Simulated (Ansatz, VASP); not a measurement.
# Two plane-wave programs on TiC

```
Ti C
1.0
     0.00000    2.16645    2.16645
     2.16645    0.00000    2.16645
     2.16645    2.16645    0.00000
Ti C
1 1
Direct
  0.00000 0.00000 0.00000
  0.50000 0.50000 0.50000
```

Alike in both runs: functional PBE; k mesh 16 × 16 × 16; occupations gaussian, width 0.2 eV; no spin polarisation.

Ansatz relaxed the structure, and its values are those at the end. VASP's run is a single point on that final structure, the one shown.

|  | VASP | Ansatz |
| --- | --- | --- |
| version | VASP 6.6.1 | Ansatz 0.2.0 |
| potentials or method | VASP PAW PBE potentials, release 64 (Ti_sv, C) | scalar-relativistic, plane waves, PAW |
| plane-wave cutoff (eV) | 520 | 420 |
| valence electrons in the cell | 16 | 16 |

|  | VASP | Ansatz | Ansatz less VASP |
| --- | --- | --- | --- |
| gap on the k mesh at the Fermi level (eV) | none | none | - |
| pressure (GPa) | 0.2 | 0.0 | -0.19 |

A gap of «none» marks a metal or a gap that the smearing closes.
